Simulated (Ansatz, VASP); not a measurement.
Two plane-wave programs on InSe2

```
In Se
1.0
     3.73190    0.00000    0.00000
     0.00000    3.73190    0.00000
     0.00000    0.00000   10.51114
In Se
2 4
Direct
  0.00000 0.50000 0.70359
  0.50000 0.00000 0.29641
  0.00000 0.50000 0.36579
  0.50000 0.00000 0.63421
  0.00000 0.00000 0.00000
  0.50000 0.50000 0.00000
```

Change from the starting cell: strain -0.040 along x and y, +0.080 along z, atoms carried along.

Alike in both runs: task single point; functional PBE; k mesh 12 × 12 × 6; occupations gaussian, width 0.15 eV; no spin polarisation.

|  | VASP | Ansatz |
| --- | --- | --- |
| version | VASP 6.6.1 | Ansatz 0.2.0 |
| potentials or method | VASP PAW PBE potentials, release 64 (In_d, Se), cutoff 520 eV | scalar-relativistic, plane waves, PAW |
| valence electrons in the cell | 50 | 90 |

|  | VASP | Ansatz | Ansatz less VASP |
| --- | --- | --- | --- |
| gap on the k mesh at the Fermi level (eV) | none | none | - |
| pressure (GPa) | 4.9 | 4.8 | -0.04 |
| traceless stress, the component that is largest in VASP (GPa) | -6.63 | -6.59 | +0.040 |
| rms of the force components (eV/Å) | 0.133 | 0.133 | -0.0005 |

Atom by atom the forces differ by 0.001 eV/Å (rms over components). A gap of «none» marks a metal or a gap that the smearing closes. VASP's potentials hold 50 valence electrons a cell and Ansatz's 90, so a difference there can come from the potentials and not from the codes.
